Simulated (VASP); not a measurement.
BaO, 2 atoms in the cell. Symmetry: Fm-3m, No. 225, cubic system. The conventional cell has a = 5.500 Å, b = 5.500 Å, c = 5.500 Å, α = 90.00°, β = 90.00°, γ = 90.00°. Within 3.6 Å of Ba (site symmetry m-3m) lie 6 O at 2.75 Å. Within 3.6 Å of O (site symmetry m-3m) lie 6 Ba at 2.75 Å. 

| Property | Result |
| --- | --- |
| Program | VASP 6.6.1 |
| Task | single point |
| Functional | LDA |
| Potentials or basis | VASP PAW LDA potentials, release 64 (Ba_sv, O) |
| Cutoff | 520 eV |
| k mesh | 7 × 7 × 7 |
| Occupations | fermi-dirac, width 0.02 eV |
| Spin | no spin polarisation |
| Dipole correction | no |
| Further INCAR settings | ALGO = Normal; EDIFF = 1e-06; NBANDS = 15 |

Potentials or basis: VASP PAW LDA potentials, release 64 (Ba_sv, O).

Run with:

```console
$ cat potpaw_LDA.64/Ba_sv/POTCAR potpaw_LDA.64/O/POTCAR > POTCAR
$ mpirun -np 1 vasp_std > vasp.out
```

Hardware: 1 thread of Intel Xeon 8259CL (shared host).

Problem. Estimate the wall time of this run.

Solution. Wall time 22 s on 1 thread of Intel Xeon 8259CL, with other jobs on the host, peak memory 0.15 GiB. Counts: scf iterations 13, k points 20.
